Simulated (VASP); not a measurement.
Here is a VASP 6.6.1 calculation.

The input INCAR:

```
SYSTEM = NbTe
PREC = Accurate
ENCUT = 520
EDIFF = 1E-7
ISMEAR = -1
SIGMA = 0.05
LREAL = .False.
LASPH = .True.
NELM = 150
ALGO = Normal
ISIF = 2
LWAVE = .False.
LCHARG = .False.
LMAXMIX = 4
LDAU = .True.
LDAUTYPE = 2
LDAUL = -1 2
LDAUU = 0 8
LDAUJ = 0 0
LDAUPRINT = 1
NBANDS = 16
```

KPOINTS

```
regular mesh
0
Gamma
  8 8 7
  0 0 0
```

Contents of POSCAR:

```
NbTe
1.0
    3.7029743866      0.0000000000      0.0000000000
   -1.8514871933      3.2068698884      0.0000000000
    0.0000000000      0.0000000000      3.6942110000
Te Nb
1 1
Direct
    0.6666666667      0.3333333333      0.0000000000
    0.0000000000      0.0000000000      0.5000000000
```

Potentials or basis: VASP PAW LDA potentials, release 64 (Te, Nb_sv).

Run with:

```console
$ cat potpaw_LDA.64/Te/POTCAR potpaw_LDA.64/Nb_sv/POTCAR > POTCAR
$ mpirun -np 1 vasp_std > vasp.out
```

(1) What does it give for the pressure?

Results:

(1) -0.7 GPa.

Caveat: U without spin polarisation on a metal has little footing; the U is typed as a test and isn't derived for this compound.
